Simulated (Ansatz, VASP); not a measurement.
## Pb: VASP beside Ansatz

```
Pb
1.0
     3.45664    0.00000    0.00000
    -1.72832    2.99354    0.00000
     0.00000    0.00000    5.55248
Pb
2
Direct
  0.33333 0.66667 0.25000
  0.66667 0.33333 0.75000
```

Change from the starting cell: volume scaled by 0.98.

Alike in both runs: task single point; functional PBEsol; k mesh 14 × 14 × 8; occupations fermi-dirac, width 0.08 eV; no spin polarisation.

|  | VASP | Ansatz |
| --- | --- | --- |
| version | VASP 6.6.1 | Ansatz 0.2.0 |
| potentials or method | VASP PAW PBE potentials, release 64 (Pb_d), cutoff 520 eV | all-electron LAPW, scalar-relativistic |

|  | VASP | Ansatz | Ansatz less VASP |
| --- | --- | --- | --- |
| pressure (GPa) | 2.0 | 2.1 | +0.09 |
| traceless stress, the component that is largest in VASP (GPa) | 1.35 | 1.36 | +0.007 |

VASP's potentials were made for PBE, not for PBEsol. Ansatz ran all-electron here, and VASP with PAW potentials.

Neither program's run includes spin-orbit coupling.
